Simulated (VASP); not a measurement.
# SiC12 in VASP: single point with PBE+D3(BJ)

Aim: the single point of SiC12 with PBE+D3(BJ).

Program: VASP 6.6.1. These are calculated values, not measurements. Logs are shortened: lines on timing, memory, paths and dates and some standing lists are left out, and cuts for length are marked.

### Step 1. The cell of the first run

The cell holds a slab with vacuum, 13 atoms: a = 4.931 Å, b = 3.612 Å, c = 22.336 Å, α = 90.00°, β = 90.00°, γ = 109.96°.

### Step 2. Single point, PBE+D3(BJ), collinear spin

The input, INCAR:

```
PREC = Accurate
ENCUT = 520
EDIFF = 1E-7
ISMEAR = 0
SIGMA = 0.05
LREAL = F
LASPH = T
NELM = 150
ALGO = Normal
ISIF = 2
LWAVE = F
LCHARG = F
ISPIN = 2
MAGMOM = 0 0 0 0 0 0 0 0 0 0 0 0 2
LORBIT = 11
LDIPOL = T
IDIPOL = 3
DIPOL = 0.5 0.5 0.308
GGA = PE
IVDW = 12
NBANDS = 42
KPAR = 4
```

The input, KPOINTS:

```
regular mesh
0
Gamma
  6 8 1
```

The input, POSCAR:

```
SiC12
1.0
    4.9311586499      0.0000000000      0.0000000000
   -1.2327896625      3.3947778379      0.0000000000
    0.0000000000      0.0000000000     22.3359273566
C Si
12 1
Direct
    0.2500000000      0.0000000000      0.1790836770
    0.7500000000      0.0000000000      0.1790836770
    0.0000000000      0.0000000000      0.2109204464
    0.5000000000      0.0000000000      0.2109204464
    0.0000000000      0.0000000000      0.2746309355
    0.5000000000      0.0000000000      0.2746309355
    0.2500000000      0.0000000000      0.3057016522
    0.7500000000      0.0000000000      0.3057016522
    0.2500000000      0.0000000000      0.3723849422
    0.7500000000      0.0000000000      0.3723849422
    0.0000000000      0.0000000000      0.4000696821
    0.5000000000      0.0000000000      0.4000696821
    0.0000000000      0.5000000000      0.5119969802
```

Potentials or basis: VASP PAW PBE potentials, release 64 (C, Si).

Command:

```
$ cat potpaw_PBE.64/C/POTCAR potpaw_PBE.64/Si/POTCAR > POTCAR
$ mpirun -np 4 vasp_std > vasp.out
```

OUTCAR:

```text
PREC = Accurate
   ENCUT = 520
   EDIFF = 1E-7
   ISMEAR = 0
   LREAL = F
   LASPH = T
   NELM = 150
   ISIF = 2
   ISPIN = 2
   LORBIT = 11
   GGA = PE
   IVDW = 12
 IVDW          = 12

 ion  position               nearest neighbor table
   1  0.250  0.000  0.179-   3 1.42   4 1.42
   2  0.750  0.000  0.179-   3 1.42   4 1.42
   3  0.000  0.000  0.211-   5 1.42   2 1.42   1 1.42
   4  0.500  0.000  0.211-   6 1.42   2 1.42   1 1.42
   5  0.000  0.000  0.275-   7 1.41   8 1.41   3 1.42
   6  0.500  0.000  0.275-   7 1.41   8 1.41   4 1.42
   7  0.250  0.000  0.306-   5 1.41   6 1.41   9 1.49
   8  0.750  0.000  0.306-   5 1.41   6 1.41  10 1.49
   9  0.250  0.000  0.372-  11 1.38  12 1.38   7 1.49
  10  0.750  0.000  0.372-  11 1.38  12 1.38   8 1.49
  11  0.000  0.000  0.400-   9 1.38  10 1.38
  12  0.500  0.000  0.400-   9 1.38  10 1.38
  13  0.000  0.500  0.512-

  Warning from LATTYP: Monoclinic adjustment (A1->A3, A2->A1, A3->A2)!
  LATTYP: Found a simple monoclinic cell.
 ALAT       =     3.6116875447
 B/A-ratio  =     6.1843465361
 C/A-ratio  =     1.3653336810
 COS(beta)  =    -0.3413334202

  Lattice vectors:

 A1 = (  -1.2327896625,   3.3947778379,   0.0000000000)
 A2 = (   0.0000000000,   0.0000000000,  22.3359273566)
 A3 = (   4.9311586499,   0.0000000000,   0.0000000000)

Analysis of symmetry for initial positions (statically):
=====================================================================
 Subroutine PRICEL returns:
 Original cell was already a primitive cell.

 Routine SETGRP: Setting up the symmetry group for a
 simple monoclinic supercell.

 Subroutine GETGRP returns: Found  2 space group operations
 (whereof  2 operations were pure point group operations)
 out of a pool of  4 trial point group operations.

The static configuration has the point symmetry C_2 .

Analysis of symmetry for dynamics (positions and initial velocities):
=====================================================================
 Subroutine PRICEL returns:
 Original cell was already a primitive cell.

 Routine SETGRP: Setting up the symmetry group for a
 simple monoclinic supercell.

 Subroutine GETGRP returns: Found  2 space group operations
 (whereof  2 operations were pure point group operations)
 out of a pool of  4 trial point group operations.

The dynamic configuration has the point symmetry C_2 .

Analysis of structural, dynamic, and magnetic symmetry:
=====================================================================
 Subroutine PRICEL returns:
 Original cell was already a primitive cell.

 Routine SETGRP: Setting up the symmetry group for a
 simple monoclinic supercell.

 Subroutine GETGRP returns: Found  2 space group operations
 (whereof  2 operations were pure point group operations)
 out of a pool of  4 trial point group operations.

The overall configuration has the point symmetry C_2 .

 Subroutine INISYM returns: Found  2 space group operations
 (whereof  2 operations are pure point group operations),
 and found     1 'primitive' translations

----------------------------------------------------------------------------------------

                                     Primitive cell

  volume of cell :     373.9076

  direct lattice vectors                    reciprocal lattice vectors
     4.931158650  0.000000000  0.000000000     0.202792096  0.073642522  0.000000000
    -1.232789663  3.394777838  0.000000000     0.000000000  0.294570086  0.000000000
     0.000000000  0.000000000 22.335927357     0.000000000  0.000000000  0.044770919

  length of vectors
     4.931158650  3.611687545 22.335927357     0.215749520  0.294570086  0.044770919

  position of ions in fractional coordinates (direct lattice)
     0.250000000  0.000000000  0.179083677
     0.750000000  0.000000000  0.179083677
     0.000000000  0.000000000  0.210920446
     0.500000000  0.000000000  0.210920446
     0.000000000  0.000000000  0.274630935
     0.500000000  0.000000000  0.274630935
     0.250000000  0.000000000  0.305701652
     0.750000000  0.000000000  0.305701652
     0.250000000  0.000000000  0.372384942
     0.750000000  0.000000000  0.372384942
     0.000000000  0.000000000  0.400069682
     0.500000000  0.000000000  0.400069682
     0.000000000  0.500000000  0.511996980

  ion indices of the primitive-cell ions
   primitive index   ion index
                 1           1
[... 44 lines left out ...]
  0.500000 -0.000000  0.000000      1.000000
  0.000000  0.125000  0.000000      2.000000
  0.166667  0.125000  0.000000      2.000000
[... 16 lines left out ...]
  0.000000  0.500000  0.000000      1.000000
  0.166667  0.500000  0.000000      2.000000
 [... further k-points ...]
   k-points           NKPTS =     26   k-points in BZ     NKDIM =     26   number of bands    NBANDS=     42
   number of dos      NEDOS =    301   number of ions     NIONS =     13
   total plane-waves  NPLWV = 188160
   dimension x,y,z NGX =    40 NGY =   28 NGZ =  168
   dimension x,y,z NGXF=    80 NGYF=   56 NGZF=  336
   ions per type =              12   1
   NGX,Y,Z   is equivalent  to a cutoff of  13.49, 12.89, 12.50 a.u.
   NGXF,Y,Z  is equivalent  to a cutoff of  26.97, 25.78, 25.01 a.u.
 SYSTEM =  unknown system
   PREC   = accura    normal or accurate (medium, high low for compatibility)
   ISTART =      0    job   : 0-new  1-cont  2-samecut
   ICHARG =      2    charge: 1-file 2-atom 10-const
   ISPIN  =      2    spin polarized calculation?
   LNONCOLLINEAR =      F non collinear calculations
   LSORBIT =      F    spin-orbit coupling
   LASPH  =      T    aspherical Exc in radial PAW
   ENCUT  =  520.0 eV  38.22 Ry    6.18 a.u.   9.17  6.72 41.53*2*pi/ulx,y,z
   NELM   =    150;   NELMIN=  2; NELMDL= -5     # of ELM steps
   EDIFF  = 0.1E-06   stopping-criterion for ELM
   LREAL  =      F    real-space projection
   EDIFFG = 0.1E-05   stopping-criterion for IOM
   NSW    =      0    number of steps for IOM
   IBRION =     -1    ionic relax: 0-MD 1-quasi-New 2-CG
   NFREE  =      0    steps in history (QN), initial steepest desc. (CG)
   ISIF   =      2    stress and relaxation
   ISYM   =      2    0-nonsym 1-usesym 2-fastsym
   POTIM  = 0.5000    time-step for ionic-motion
   TEBEG  =    0.0;   TEEND  =   0.0 temperature during run
   PSTRESS=    0.0 pullay stress
   NELECT =      52.0000    total number of electrons
   NUPDOWN=      -1.0000    fix difference up-down
   EMIN   =  10.00;   EMAX   =-10.00  energy-range for DOS
   EFERMI =   0.00;   METHOD = LEGACY
   ISMEAR =     0;   SIGMA  =   0.05  broadening in eV -4-tet -1-fermi 0-gaus
   EFERMI_NEDOS =   21; number of points for ismear=-14 and -15
   IALGO  =     38    algorithm
   IMIX   =      4    mixing-type and parameters
     AMIX     =   0.40;   BMIX     =  1.00
     AMIX_MAG =   1.60;   BMIX_MAG =  1.00
  volume/ion in A,a.u.               =      28.76       194.10
  Fermi-wavevector in a.u.,A,eV,Ry     =   0.848180  1.602827  9.788149  0.719409
  Thomas-Fermi vector in A             =   1.963803
   LORBIT       =     11    0 simple, 1 ext, 2 COOP (PROOUT), +10 PAW based schemes
   GGA     = PE    functional components
   LHFCALC =     F    Hartree Fock is set to
   AEXX    =    0.0000 exact exchange contribution
   IVDW    =    12    specifies the selected vdW correction
   LEPSILON=     F    determine dielectric tensor
   LRPA    =     F    only Hartree local field effects (RPA)
 spin polarized calculation
 Gauss-broadening in eV      SIGMA  =   0.05
  energy-cutoff  :      520.00
  volume of cell :      373.91
 maximum number of plane-waves:     10090
 NGX is ok and might be reduce to    40
   NGX = 19   NGY = 13   NGZ = 83

 dipolmoment           0.000000      0.000000      0.105177 electrons x Angstroem

 number of electron      52.0000001 magnetization       0.2667297

 dipolmoment           0.000000      0.000000     -0.257340 electrons x Angstroem

 Free energy of the ion-electron system (eV)
  ---------------------------------------------------
  ext. energy  EPLUGINS =         0.00000000
  ---------------------------------------------------
  free energy    TOTEN  =      -101.26039315 eV

  energy without entropy =     -101.24698230  energy(sigma->0) =     -101.25368772

 E-fermi :  -2.0930     XC(G=0):  -4.4993

 val. band max:       -2.0967723433   @ k =   0.5000   0.2500   0.0000
 cond. band min:      -2.0914966058   @ k =   0.1667   0.2500   0.0000
 fundamental gap:      0.0052757374
 Fermi energy:        -2.0930225094

 spin component 1

 k-point     1 :       0.0000    0.0000    0.0000
  band No.  band energies     occupation
      1     -20.8867      1.00000
      2     -19.2321      1.00000
      3     -16.8686      1.00000
      4     -16.6042      1.00000
      5     -16.5281      1.00000
      6     -14.9644      1.00000
[... 973 lines left out ...]
     37       4.5689      0.00000
     38       5.0409      0.00000

 [... further k-points ...]

 spin component 2

 k-point     1 :       0.0000    0.0000    0.0000
  band No.  band energies     occupation
      1     -20.8956      1.00000
      2     -19.2486      1.00000
      3     -16.8818      1.00000
      4     -16.6093      1.00000
      5     -16.5389      1.00000
      6     -15.0012      1.00000
[... 973 lines left out ...]
     37       4.6369      0.00000
     38       5.1764      0.00000

 [... further k-points ...]

 [bands above 38 left out]

------------------------ aborting loop because EDIFF is reached ----------------------------------------

 vacuum level on the upper side and lower side of the slab       (xc-potential included)        -1.467         1.334

 Edisp (eV)   -1.72789

 E8    (eV) :    -0.5343

  FORCE on cell =-STRESS in cart. coord.  units (eV):
  Direction    XX          YY          ZZ          XY          YZ          ZX
  --------------------------------------------------------------------------------------
  -------------------------------------------------------------------------------------
  Total      -0.31586    -4.81214    -4.30983     0.34151     0.00000     0.00000
  in kB      -1.35345   -20.61982   -18.46743     1.46336     0.00000     0.00000
  external pressure =      -13.48 kB  Pullay stress =        0.00 kB

 VOLUME and BASIS-vectors are now :
 -----------------------------------------------------------------------------
  energy-cutoff  :      520.00
  volume of cell :      373.91
      direct lattice vectors                 reciprocal lattice vectors
     4.931158650  0.000000000  0.000000000     0.202792096  0.073642522  0.000000000
    -1.232789663  3.394777838  0.000000000     0.000000000  0.294570086  0.000000000
     0.000000000  0.000000000 22.335927357     0.000000000  0.000000000  0.044770919

 POSITION                                       TOTAL-FORCE (eV/Angst)
 -----------------------------------------------------------------------------------
      1.23279      0.00000      4.00000         0.099950     -0.037983      2.080941
      3.69837      0.00000      4.00000        -0.099950      0.037983      2.080941
      0.00000      0.00000      4.71110        -0.000000      0.000000     -3.622926
      2.46558      0.00000      4.71110        -0.000000      0.000000     -3.381112
      0.00000      0.00000      6.13414        -0.000000      0.000000      1.262473
      2.46558      0.00000      6.13414        -0.000000      0.000000      1.261895
      1.23279      0.00000      6.82813         0.045194      0.058312      0.512468
      3.69837      0.00000      6.82813        -0.045194     -0.058312      0.512468
      1.23279      0.00000      8.31756         0.328323      0.108715     -1.227545
      3.69837      0.00000      8.31756        -0.328323     -0.108715     -1.227545
      0.00000      0.00000      8.93593        -0.000000      0.000000      2.416776
      2.46558      0.00000      8.93593        -0.000000      0.000000      1.558337
     -0.61639      1.69739     11.43593        -0.000000      0.000000     -2.227170
 -----------------------------------------------------------------------------------
    total drift:                               -0.000000      0.000000     -0.000016

  FREE ENERGIE OF THE ION-ELECTRON SYSTEM (eV)
  ---------------------------------------------------
  free  energy   TOTEN  =      -102.9882809702 eV

  energy  without entropy=     -102.9748701143  energy(sigma->0) =     -102.98157554

 vacuum level on the upper side and lower side of the slab         1.812         4.722

 total charge

# of ion       s       p       d       tot
------------------------------------------
    1        0.919   1.512   0.000   2.431
    2        0.919   1.512   0.000   2.431
    3        0.865   1.773   0.000   2.638
    4        0.865   1.774   0.000   2.639
    5        0.873   1.772   0.000   2.645
    6        0.871   1.778   0.000   2.649
    7        0.866   1.748   0.000   2.614
    8        0.866   1.748   0.000   2.614
    9        0.871   1.784   0.000   2.655
   10        0.871   1.784   0.000   2.655
   11        0.894   1.608   0.000   2.502
   12        0.899   1.613   0.000   2.512
   13        0.961   0.460   0.000   1.420
--------------------------------------------------
tot         11.539  20.867   0.000  32.406

 magnetization (x)

# of ion       s       p       d       tot
------------------------------------------
    1       -0.002  -0.004   0.000  -0.006
    2       -0.002  -0.004   0.000  -0.006
    3        0.000  -0.001   0.000  -0.001
    4       -0.000  -0.000   0.000  -0.000
    5        0.000  -0.000   0.000   0.000
    6        0.000   0.002   0.000   0.002
    7       -0.001  -0.005   0.000  -0.006
    8       -0.001  -0.005   0.000  -0.006
    9       -0.000   0.000   0.000  -0.000
   10       -0.000   0.000   0.000  -0.000
   11       -0.001  -0.000   0.000  -0.001
   12       -0.012  -0.071   0.000  -0.083
   13        0.003   0.125   0.000   0.129
--------------------------------------------------
tot         -0.018   0.037   0.000   0.019
```

Run time: 11 min. Hardware: 4 MPI ranks of Intel Xeon Platinum 8259CL at 2.50GHz (Skylake/Cascade Lake), shared host; peak memory 0.96 GiB.

Results:

* Free energy: -102.9883 eV
* Largest force: 3.623 eV/Å
* Net moment: 0.27 μB per cell
* Site moments: C -0.01, -0.00, +0.00, -0.08 (each value once); Si +0.13 μB
* Valence electrons inside the program's atomic spheres: C 2.43, 2.64, 2.65, 2.61, 2.50, 2.51 (each value once); Si 1.42
* Dispersion energy per atom: -0.133 eV

Forces on the atoms (eV/Å):
```
C    0.100 -0.038  2.081
C   -0.100  0.038  2.081
C    0.000  0.000 -3.623
C    0.000  0.000 -3.381
C    0.000  0.000  1.262
C    0.000  0.000  1.262
C    0.045  0.058  0.512
C   -0.045 -0.058  0.512
C    0.328  0.109 -1.228
C   -0.328 -0.109 -1.228
C    0.000  0.000  2.417
C    0.000  0.000  1.558
Si   0.000  0.000 -2.227
```

Levels at points of the mesh, in eV from the Fermi level:
Spin up:
| k point | band 22 | band 23 | band 24 | band 25 | band 26 | band 27 | band 28 | band 29 | band 30 | band 31 |
| --- | --- | --- | --- | --- | --- | --- | --- | --- | --- | --- |
| (0.00, 0.00, 0.00) | -2.08 | -1.55 | -0.61 | -0.32 | -0.02 | 0.01 | 0.58 | 0.90 | 1.53 | 2.32 |
| (0.50, 0.00, 0.00) | -1.44 | -1.43 | -1.19 | -1.09 | -0.13 | -0.12 | 0.43 | 1.40 | 2.43 | 3.01 |
| (0.00, 0.50, 0.00) | -2.09 | -2.04 | -0.75 | -0.32 | 0.04 | 0.04 | 0.71 | 0.90 | 0.90 | 1.17 |
| (0.50, 0.50, 0.00) | -2.26 | -2.20 | -2.01 | -0.11 | 0.06 | 0.08 | 0.23 | 0.54 | 0.93 | 2.92 |
Spin down:
```tsv
k point	band 22	band 23	band 24	band 25	band 26	band 27	band 28	band 29	band 30	band 31
(0.00, 0.00, 0.00)	-2.08	-1.46	-0.90	-0.35	-0.02	0.16	0.88	0.94	1.62	2.32
(0.50, 0.00, 0.00)	-1.34	-1.32	-1.16	-1.09	-0.15	-0.15	0.38	1.59	2.65	2.99
(0.00, 0.50, 0.00)	-2.07	-1.89	-0.94	-0.35	0.08	0.12	0.88	0.89	1.10	1.41
(0.50, 0.50, 0.00)	-2.25	-2.20	-1.82	-0.41	0.04	0.05	0.40	1.01	1.13	2.90
```
